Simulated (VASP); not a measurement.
# SiNi (P1) in VASP: a series of runs

SiNi is run at these levels: PBEsol; tasks: single point.

Everything below comes from runs of VASP 6.6.1. Logs are shortened: lines on timing, memory, paths and dates and some standing lists are left out, and cuts for length are marked.

## 1. The cell of the first run

The typed cell holds 16 atoms: a = 4.468 Å, b = 4.468 Å, c = 8.981 Å, α = 90.00°, β = 84.29°, γ = 90.00°.

## 2. Single point, PBEsol (the part above a cut slid along it)

INCAR reads:

```
PREC     = Accurate       # precision mode
ENCUT    = 520            # plane-wave cutoff, eV
EDIFF    = 1E-6           # SCF threshold, eV
ISMEAR   = 0              # smearing method
SIGMA    = 0.15           # smearing width, eV
LREAL    = Auto         
LASPH    = True           # aspherical terms in the spheres
NELM     = 80             # most SCF steps
ALGO     = Normal         # electronic algorithm
ISIF     = 2              # what is computed and relaxed
LWAVE    = False          # write WAVECAR
LCHARG   = False          # write CHGCAR
GGA      = PS             # functional
NBANDS   = 70             # bands
LUSENCCL = False
```

KPOINTS reads:

```
regular mesh
0
Gamma
  9 9 5
```

POSCAR reads:

```
SiNi
1.0
    0.0000000000     -4.4679769961      0.0000000000
    0.0000000000      0.0000000000     -4.4679769961
    8.9359539923     -0.8935953992      0.0000000000
Si Ni
8 8
Direct
    0.1188890184      0.1535354713      0.1732322644
    0.0188890184      0.1535354713      0.6732322644
    0.8311109816      0.6535354713      0.0767677356
    0.7311109816      0.6535354713      0.5767677356
    0.1618180758      0.8464645287      0.9232322644
    0.2618180758      0.8464645287      0.4232322644
    0.4881819242      0.3464645287      0.8267677356
    0.5881819242      0.3464645287      0.3267677356
    0.6861104624      0.8510095113      0.8244952443
    0.7861104624      0.8510095113      0.3244952443
   -0.0361104624      0.3510095113      0.9255047557
    0.0638895376      0.3510095113      0.4255047557
    0.6340914398      0.1489904887      0.0744952443
    0.5340914398      0.1489904887      0.5744952443
    0.3159085602      0.6489904887      0.1755047557
    0.2159085602      0.6489904887      0.6755047557
```

Potentials or basis: VASP PAW PBE potentials, release 64 (Si, Ni).

On the command line:

```console
$ cat potpaw_PBE.64/Si/POTCAR potpaw_PBE.64/Ni/POTCAR > POTCAR
$ mpirun -np 1 vasp_std > vasp.out
```

OUTCAR:

```text
PREC = Accurate
   ENCUT = 520
   EDIFF = 1E-6
   ISMEAR = 0
   LREAL = Auto
   LASPH = True
   NELM = 80
   ISIF = 2
   GGA = PS

 ion  position               nearest neighbor table
   1  0.119  0.154  0.173-  10 2.34  15 2.38  13 2.38  12 2.42  15 2.42  13 2.42  11 2.55   5 2.62
                             8 2.76   8 2.76   6 2.76   3 2.76   3 2.76
   2  0.019  0.154  0.673-   9 2.34  12 2.38  16 2.38  14 2.38  11 2.42  16 2.42  14 2.42   7 2.76
                             7 2.76   5 2.76   6 2.76   4 2.76   4 2.76
   3  0.831  0.654  0.077-  11 1.97   5 2.10  10 2.38  13 2.38  15 2.38  13 2.42  15 2.42   9 2.57
                             8 2.76   1 2.76   1 2.76
   4  0.731  0.654  0.577-  12 2.34   9 2.38  14 2.38  16 2.38  10 2.42  14 2.42  16 2.42   6 2.76
                             6 2.76   8 2.76   7 2.76   2 2.76   2 2.76
   5  0.162  0.846  0.923-   3 2.10  11 2.38  16 2.38   9 2.38  11 2.42   9 2.42  15 2.59   1 2.62
                             2 2.76   7 2.76   7 2.76  13 2.93  13 2.95
   6  0.262  0.846  0.423-  14 2.34  12 2.38  15 2.38  10 2.38  12 2.42  16 2.42  10 2.42   4 2.76
                             4 2.76   1 2.76   2 2.76   8 2.76   8 2.76
   7  0.488  0.346  0.827-  16 2.34   9 2.38  11 2.38   9 2.42  14 2.42  11 2.42  13 2.54   2 2.76
                             2 2.76   4 2.76   5 2.76   5 2.76
   8  0.588  0.346  0.327-  15 2.34  10 2.38  14 2.38  12 2.38  10 2.42  13 2.42  12 2.42   1 2.76
                             1 2.76   4 2.76   3 2.76   6 2.76   6 2.76
   9  0.686  0.851  0.824-   2 2.34   7 2.38   4 2.38   5 2.38   7 2.42   5 2.42   3 2.57  13 2.60
                            16 2.75  16 2.75  14 2.75  11 2.75  11 2.75
  10  0.786  0.851  0.324-   1 2.34   8 2.38   3 2.38   6 2.38   8 2.42   4 2.42   6 2.42  15 2.75
                            15 2.75  13 2.75  14 2.75  12 2.75  12 2.75
  11  0.964  0.351  0.926-   3 1.97  13 2.09   5 2.38   7 2.38   5 2.42   2 2.42   7 2.42   1 2.55
                            16 2.75   9 2.75   9 2.75
  12  0.064  0.351  0.426-   4 2.34   6 2.38   2 2.38   8 2.38   6 2.42   1 2.42   8 2.42  14 2.75
                            14 2.75  16 2.75  15 2.75  10 2.75  10 2.75
  13  0.634  0.149  0.074-  11 2.09   3 2.38   1 2.38   8 2.42   3 2.42   1 2.42   7 2.54   9 2.60
                            10 2.75  15 2.75  15 2.75   5 2.93   5 2.95
  14  0.534  0.149  0.574-   6 2.34   8 2.38   4 2.38   2 2.38   7 2.42   4 2.42   2 2.42  12 2.75
                            12 2.75   9 2.75  10 2.75  16 2.75  16 2.75
  15  0.316  0.649  0.176-   8 2.34   6 2.38   1 2.38   3 2.38   1 2.42   3 2.42   5 2.59  10 2.75
                            10 2.75  12 2.75  13 2.75  13 2.75
  16  0.216  0.649  0.676-   7 2.34   5 2.38   2 2.38   4 2.38   6 2.42   2 2.42   4 2.42   9 2.75
                             9 2.75  12 2.75  11 2.75  14 2.75  14 2.75

  LATTYP: Found a simple monoclinic cell.
 ALAT       =     4.4679769961
 B/A-ratio  =     1.0000000000
 C/A-ratio  =     2.0099751242
 COS(beta)  =    -0.0995037190

  Lattice vectors:

 A1 = (   0.0000000000,  -4.4679769961,   0.0000000000)
 A2 = (   0.0000000000,  -0.0000000000,   4.4679769961)
 A3 = (  -8.9359539923,   0.8935953992,   0.0000000000)

Analysis of symmetry for initial positions (statically):
=====================================================================
 Subroutine PRICEL returns:
 Original cell was already a primitive cell.

 Routine SETGRP: Setting up the symmetry group for a
 simple monoclinic supercell.

 Subroutine GETGRP returns: Found  1 space group operations
 (whereof  1 operations were pure point group operations)
 out of a pool of  4 trial point group operations.

The static configuration has the point symmetry C_1 .

Analysis of symmetry for dynamics (positions and initial velocities):
=====================================================================
 Subroutine PRICEL returns:
 Original cell was already a primitive cell.

 Routine SETGRP: Setting up the symmetry group for a
 simple monoclinic supercell.

 Subroutine GETGRP returns: Found  1 space group operations
 (whereof  1 operations were pure point group operations)
 out of a pool of  4 trial point group operations.

The dynamic configuration has the point symmetry C_1 .

 Subroutine INISYM returns: Found  1 space group operations
 (whereof  1 operations are pure point group operations),
 and found     1 'primitive' translations

----------------------------------------------------------------------------------------

                                     Primitive cell

  volume of cell :     178.3868

[... 56 lines left out ...]
    -0.002486833 -0.024868327 -0.000000000     0.111111111  0.000000000 -0.000000000
     0.000000000  0.000000000 -0.024868327     0.000000000  0.111111111  0.000000000
     0.022381494  0.000000000  0.000000000     0.000000000  0.000000000  0.200000000

  Length of vectors
     0.024992359  0.024868327  0.022381494

  Shift w.r.t. Gamma in fractional coordinates (k-lattice)
     0.000000000  0.000000000  0.000000000

 Subroutine IBZKPT returns following result:
 ===========================================

 Found    203 irreducible k-points:

 Following reciprocal coordinates:
            Coordinates               Weight
  0.000000  0.000000  0.000000      1.000000
  0.111111  0.000000  0.000000      2.000000
  0.222222  0.000000  0.000000      2.000000
  0.333333  0.000000  0.000000      2.000000
  0.444444  0.000000  0.000000      2.000000
  0.000000  0.111111  0.000000      2.000000
[... 16 lines left out ...]
 -0.444444  0.222222  0.000000      2.000000
  0.000000  0.333333  0.000000      2.000000
 [... further k-points ...]
   k-points           NKPTS =    203   k-points in BZ     NKDIM =    203   number of bands    NBANDS=     70
   number of dos      NEDOS =    301   number of ions     NIONS =     16
   total plane-waves  NPLWV =  90720
   dimension x,y,z NGX =    36 NGY =   36 NGZ =   70
   dimension x,y,z NGXF=    72 NGYF=   72 NGZF=  140
   ions per type =               8   8
   NGX,Y,Z   is equivalent  to a cutoff of  13.39, 13.39, 12.96 a.u.
   NGXF,Y,Z  is equivalent  to a cutoff of  26.79, 26.79, 25.92 a.u.
 SYSTEM =  unknown system
   PREC   = accura    normal or accurate (medium, high low for compatibility)
   ISTART =      0    job   : 0-new  1-cont  2-samecut
   ICHARG =      2    charge: 1-file 2-atom 10-const
   ISPIN  =      1    spin polarized calculation?
   LNONCOLLINEAR =      F non collinear calculations
   LSORBIT =      F    spin-orbit coupling
   LASPH  =      T    aspherical Exc in radial PAW
   ENCUT  =  520.0 eV  38.22 Ry    6.18 a.u.   8.31  8.31 16.70*2*pi/ulx,y,z
   NELM   =     80;   NELMIN=  2; NELMDL= -5     # of ELM steps
   EDIFF  = 0.1E-05   stopping-criterion for ELM
   LREAL  =      T    real-space projection
   EDIFFG = 0.1E-04   stopping-criterion for IOM
   NSW    =      0    number of steps for IOM
   IBRION =     -1    ionic relax: 0-MD 1-quasi-New 2-CG
   NFREE  =      0    steps in history (QN), initial steepest desc. (CG)
   ISIF   =      2    stress and relaxation
   ISYM   =      2    0-nonsym 1-usesym 2-fastsym
   POTIM  = 0.5000    time-step for ionic-motion
   TEBEG  =    0.0;   TEEND  =   0.0 temperature during run
   PSTRESS=    0.0 pullay stress
   NELECT =     112.0000    total number of electrons
   NUPDOWN=      -1.0000    fix difference up-down
   EMIN   =  10.00;   EMAX   =-10.00  energy-range for DOS
   EFERMI =   0.00;   METHOD = LEGACY
   ISMEAR =     0;   SIGMA  =   0.15  broadening in eV -4-tet -1-fermi 0-gaus
   EFERMI_NEDOS =   21; number of points for ismear=-14 and -15
   IALGO  =     38    algorithm
   IMIX   =      4    mixing-type and parameters
     AMIX     =   0.40;   BMIX     =  1.00
     AMIX_MAG =   1.60;   BMIX_MAG =  1.00
  volume/ion in A,a.u.               =      11.15        75.24
  Fermi-wavevector in a.u.,A,eV,Ry     =   1.401823  2.649062 26.736922  1.965108
  Thomas-Fermi vector in A             =   2.524646
   LORBIT       =      0    0 simple, 1 ext, 2 COOP (PROOUT), +10 PAW based schemes
   GGA     = PS    functional components
   LHFCALC =     F    Hartree Fock is set to
   AEXX    =    0.0000 exact exchange contribution
   IVDW    =     0    specifies the selected vdW correction
   LEPSILON=     F    determine dielectric tensor
   LRPA    =     F    only Hartree local field effects (RPA)
 non-spin polarized calculation
 Gauss-broadening in eV      SIGMA  =   0.15
  energy-cutoff  :      520.00
  volume of cell :      178.39
 maximum number of plane-waves:      4837
 NGX is ok and might be reduce to    36
   NGX = 17   NGY = 17   NGZ = 33

 number of electron     111.9999997 magnetization

 Free energy of the ion-electron system (eV)
  ---------------------------------------------------
  ext. energy  EPLUGINS =         0.00000000
  ---------------------------------------------------
  free energy    TOTEN  =      -100.73920756 eV

  energy without entropy =     -100.67495422  energy(sigma->0) =     -100.70708089

 E-fermi :  12.0694     XC(G=0): -12.7751

 val. band max:       12.0684683495   @ k =   0.2222   0.2222  -0.2000
 cond. band min:      12.0695638324   @ k =   0.1111   0.1111  -0.2000
 fundamental gap:      0.0010954829
 Fermi energy:        12.0694160362

 k-point     1 :       0.0000    0.0000    0.0000
  band No.  band energies     occupation
      1      -2.3160      2.00000
      2      -0.6773      2.00000
      3      -0.4800      2.00000
      4       2.8414      2.00000
      5       3.3010      2.00000
      6       3.4046      2.00000
[... 1693 lines left out ...]
     67      14.8775      0.00000
     68      15.5692      0.00000

 [... further k-points ...]

 [bands above 68 left out]

------------------------ aborting loop because EDIFF is reached ----------------------------------------

  FORCE on cell =-STRESS in cart. coord.  units (eV):
  Direction    XX          YY          ZZ          XY          YZ          ZX
  --------------------------------------------------------------------------------------
  -------------------------------------------------------------------------------------
  Total       11.2536780      5.5911237      4.9867431      8.9280735      2.9973694     -0.9838276
  in kB      101.0746593     50.2165538     44.7883228     80.1872938     26.9208071     -8.8362257
  external PRESSURE =      65.3598453 kB  Pullay stress =       0.0000000 kB

 VOLUME and BASIS-vectors are now :
 -----------------------------------------------------------------------------
  energy-cutoff  :      520.00
  volume of cell :      178.39
      direct lattice vectors                 reciprocal lattice vectors
     0.000000000 -4.467976996  0.000000000    -0.022381494 -0.223814939 -0.000000000
     0.000000000  0.000000000 -4.467976996     0.000000000  0.000000000 -0.223814939
     8.935953992 -0.893595399  0.000000000     0.111907470  0.000000000  0.000000000

 POSITION                                       TOTAL-FORCE (eV/Angst)
 -----------------------------------------------------------------------------------
      1.54800     -0.68599     -0.68599        -0.464121     -0.056226     -0.211638
      6.01597     -0.68599     -0.68599        -0.131211     -0.057781      0.073179
      0.68599     -3.78198     -2.91998         4.910832      3.544008     -1.313520
      5.15397     -3.78198     -2.91998         0.157437      0.022042      0.010900
      8.24996     -1.54800     -3.78198        -2.165656     -3.136130     -1.727694
      3.78198     -1.54800     -3.78198        -0.030168      0.002773      0.029527
[... 8 lines left out ...]
      1.56830     -1.56830     -2.89967         0.365261     -0.272922     -0.289823
      6.03628     -1.56830     -2.89967        -0.087010      0.022268      0.050451
 -----------------------------------------------------------------------------------
    total drift:                                0.000099      0.004054      0.001092

  FREE ENERGIE OF THE ION-ELECTRON SYSTEM (eV)
  ---------------------------------------------------
  free  energy   TOTEN  =      -100.7392075557 eV

  energy  without entropy=     -100.6749542250  energy(sigma->0) =     -100.70708089
```

Wall time 45 min (1 × NVIDIA H100 80GB with 1 thread of Intel Xeon Platinum 8481C at 2.70GHz (Sapphire Rapids), shared host); peak memory 2.3 GiB.

Results:

```
Free energy            : -100.7392 eV
Pressure               : 6.5 GPa
Largest force          : 6.438 eV/Å
Band gap on the k mesh : zero (bands 56 and 57 overlap by 0.64 eV)
```

Forces on the atoms (eV/Å):
```
Si  -0.464 -0.056 -0.212
Si  -0.131 -0.058  0.073
Si   4.911  3.544 -1.314
Si   0.157  0.022  0.011
Si  -2.166 -3.136 -1.728
Si  -0.030  0.003  0.030
Si   0.573 -0.116  0.314
Si  -0.158  0.145  0.021
Ni  -0.256  0.285  0.032
Ni   0.096  0.021  0.039
Ni  -5.380 -3.224  1.453
Ni   0.113  0.066 -0.056
Ni   2.692  2.805  1.626
Ni  -0.236 -0.051 -0.051
Ni   0.365 -0.273 -0.290
Ni  -0.087  0.022  0.050
```

Stress tensor (GPa, compression positive):
```
10.11  8.02 -0.88
 8.02  5.02  2.69
-0.88  2.69  4.48
```

Levels at points of the mesh, in eV from the Fermi level:
| k point | band 52 | band 53 | band 54 | band 55 | band 56 | band 57 | band 58 | band 59 | band 60 | band 61 |
| --- | --- | --- | --- | --- | --- | --- | --- | --- | --- | --- |
| (0.00, 0.00, 0.00) | -1.46 | -1.38 | -0.98 | -0.46 | -0.18 | -0.05 | 0.54 | 0.93 | 1.14 | 1.40 |

Caveat: the cell differs from its parent crystal (the part above a cut slid along it); the stress differs along the axes, from 4 to 10 GPa; the PAW data sets were made with another functional, which shifts forces and pressure a little.

## 3. Single point, PBEsol (the part above a cut slid along it)

INCAR reads:

```
PREC = Accurate
ENCUT = 520
EDIFF = 1E-6
ISMEAR = 0
SIGMA = 0.15
LREAL = Auto
LASPH = True
NELM = 80
ALGO = Normal
ISIF = 2
LWAVE = False
LCHARG = True
GGA = PS
LELF = True
LVHAR = True
NBANDS = 70
LUSENCCL = False
```

KPOINTS is that of step 2.

POSCAR reads:

```
SiNi
1.0
    0.0000000000     -4.4679769961      0.0000000000
    0.0000000000      0.0000000000     -4.4679769961
    8.9359539923     -1.7871907984      0.0000000000
Si Ni
8 8
Direct
    0.0842425655      0.1535354713      0.1732322644
   -0.1157574345      0.1535354713      0.6732322644
    0.8157574345      0.6535354713      0.0767677356
    0.6157574345      0.6535354713      0.5767677356
   -0.0228283771      0.8464645287      0.9232322644
    0.1771716229      0.8464645287      0.4232322644
    0.3228283771      0.3464645287      0.8267677356
    0.5228283771      0.3464645287      0.3267677356
    0.5212114136      0.8510095113      0.8244952443
    0.7212114136      0.8510095113      0.3244952443
   -0.2212114136      0.3510095113      0.9255047557
   -0.0212114136      0.3510095113      0.4255047557
    0.6191923910      0.1489904887      0.0744952443
    0.4191923910      0.1489904887      0.5744952443
    0.2808076090      0.6489904887      0.1755047557
    0.0808076090      0.6489904887      0.6755047557
```

Potentials or basis: VASP PAW PBE potentials, release 64 (Si, Ni).

On the command line:

```console
$ cat potpaw_PBE.64/Si/POTCAR potpaw_PBE.64/Ni/POTCAR > POTCAR
$ mpirun -np 1 vasp_std > vasp.out
```

Wall time 48 min (1 × NVIDIA H100 80GB with 1 thread of Intel Xeon Platinum 8481C at 2.70GHz (Sapphire Rapids), shared host); peak memory 2.3 GiB.

The run converged. Its results:

* Free energy: -92.1189 eV
* Pressure: 23.6 GPa
* Largest force: 23.164 eV/Å
* Band gap on the k mesh: zero (bands 56 and 57 overlap by 0.68 eV)

Forces in eV/Å, atoms in the order of the input:
```
Si   -0.106  -0.268  -0.317
Si   -0.220   0.050   0.071
Si   21.168   4.529   8.244
Si    0.175   0.053   0.037
Si  -18.706  -6.986 -11.163
Si   -0.125   0.016  -0.020
Si    0.296  -0.154   0.406
Si    0.144   0.105   0.001
Ni   -0.428   0.284  -0.229
Ni    0.201   0.227   0.018
Ni  -17.494  -3.109  -6.534
Ni    0.134   0.000  -0.055
Ni   14.624   5.341   9.525
Ni   -0.156  -0.090   0.001
Ni    0.664  -0.157  -0.081
Ni   -0.171   0.161   0.095
```

Stress tensor (GPa, compression positive):
```
48.15 11.91 21.46
11.91  2.89 10.00
21.46 10.00 19.71
```

Levels at points of the mesh, in eV from the Fermi level:
```
           k point  band 52  band 53  band 54  band 55  band 56  band 57  band 58  band 59  band 60  band 61
(0.00, 0.00, 0.00)    -1.25    -1.21    -0.67    -0.18    -0.11    -0.02     0.33     0.63     1.06     1.39
```

Caveat: the cell differs from its parent crystal (the part above a cut slid along it); atoms lie so close that the PAW spheres overlap strongly, which falsifies energies and pressures; the stress differs along the axes, from 3 to 48 GPa; the PAW data sets were made with another functional, which shifts forces and pressure a little.
